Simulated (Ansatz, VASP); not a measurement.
## One calculation of W7Au, two programs

The input INCAR:

```
SYSTEM = W7Au
PREC     = Accurate       ! precision mode
ENCUT    = 520            ! plane-wave cutoff, eV
EDIFF    = 1E-7           ! SCF threshold, eV
ISMEAR   = 0              ! smearing method
SIGMA    = 0.1            ! smearing width, eV
LREAL    = .False.        ! projectors in reciprocal space
LASPH    = .True.         ! aspherical terms in the spheres
NELM     = 60             ! most SCF steps
ALGO     = Normal         ! electronic algorithm
ISIF     = 2              ! what is computed and relaxed
LWAVE    = .False.        ! write WAVECAR
LCHARG   = .False.        ! write CHGCAR
GGA      = PE             ! functional
NBANDS   = 64             ! bands
```

The input KPOINTS:

```
regular mesh
0
Gamma
  4 4 4
  0 0 0
```

POSCAR

```
W7Au
1.0
    0.0000000000      4.1621812800      4.1621812800
    4.1621812800      0.0000000000      4.1621812800
    4.1621812800      4.1621812800      0.0000000000
W Au
7 1
Direct
    0.2308333100      0.7691666900      0.7691666900
    0.7691666900      0.2308333100      0.2308333100
    0.7691666900      0.2308333100      0.7691666900
    0.2308333100      0.7691666900      0.2308333100
    0.7691666900      0.7691666900      0.2308333100
    0.2308333100      0.2308333100      0.7691666900
    0.2500000000      0.2500000000      0.2500000000
    0.5000000000      0.5000000000      0.5000000000
```

Input for Ansatz:

```yaml
crystal:
  lattice:
    - [0.0, 4.16218128, 4.16218128]
    - [4.16218128, 0.0, 4.16218128]
    - [4.16218128, 4.16218128, 0.0]
  atoms:
    - { symbol: W, position: [0.23083331, 0.76916669, 0.76916669] }
    - { symbol: W, position: [0.76916669, 0.23083331, 0.23083331] }
    - { symbol: W, position: [0.76916669, 0.23083331, 0.76916669] }
    - { symbol: W, position: [0.23083331, 0.76916669, 0.23083331] }
    - { symbol: W, position: [0.76916669, 0.76916669, 0.23083331] }
    - { symbol: W, position: [0.23083331, 0.23083331, 0.76916669] }
    - { symbol: W, position: [0.25, 0.25, 0.25] }
    - { symbol: Au, position: [0.5, 0.5, 0.5] }
basis:
  ecutwfc: 420
kpoints:
  mp_grid: { grid: [4, 4, 4] }
hamiltonian:
  xc: pbe
scf:
  occupations: { method: gaussian, width: 0.1 }
  lower_state_search: "off"
output:
  forces: true
  stress: true
  eigenvalues: true
```

Alike in both runs: task single point; functional PBE; k mesh 4 × 4 × 4; occupations gaussian, width 0.1 eV; no spin polarisation.

```csv
,VASP,Ansatz
version,VASP 6.6.1,Ansatz 0.2.0
potentials or method,"VASP PAW PBE potentials, release 64 (W_sv, Au), cutoff 520 eV","scalar-relativistic, plane waves, PAW"
valence electrons in the cell,109,117
```

Ansatz gave:

- gap on the k mesh at the Fermi level (eV): none
- rms of the force components (eV/Å): 4.173

**Question.** What did VASP give for the same quantities?

**Answer.** gap on the k mesh at the Fermi level (eV): none; rms of the force components (eV/Å): 4.242.

Atom by atom the forces differ by 0.069 eV/Å (rms over components). A gap of «none» marks a metal or a gap that the smearing closes. VASP's potentials hold 109 valence electrons a cell and Ansatz's 117, so a difference there can come from the potentials and not from the codes.

Neither program's run includes spin-orbit coupling.
